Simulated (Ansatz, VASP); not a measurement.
## One calculation of Gd, two programs

```
Gd
1.0
     0.00000    2.58582    2.58582
     2.58582    0.00000    2.58582
     2.58582    2.58582    0.00000
Gd
1
Cartesian
  0.0000 0.0000 0.0000
```

Alike in both runs: task single point; functional PBE; k mesh 9 × 9 × 9; occupations fermi-dirac, width 0.05 eV; collinear spin.

|  | VASP | Ansatz |
| --- | --- | --- |
| version | VASP 6.6.1 | Ansatz 0.2.0 |
| potentials or method | VASP PAW PBE potentials, release 64 (Gd) | Ansatz PAW |
| plane-wave cutoff (eV) | 520 | 420 |
| valence electrons in the cell | 18 | 18 |

|  | VASP | Ansatz | Ansatz less VASP |
| --- | --- | --- | --- |
| gap on the k mesh at the Fermi level (eV) | none | none | - |
| pressure (GPa) | -1.3 | -1.3 | +0.04 |
| net moment per atom (μB) | 7.59 | 7.59 | -0.004 |
| size of the moment on the site where the two differ most (μB) | 6.97 | 7.33 | +0.360 |

Site moments also hang on the region over which each program counts them. A gap of «none» marks a metal or a gap that the smearing closes.

Neither program's run includes spin-orbit coupling.
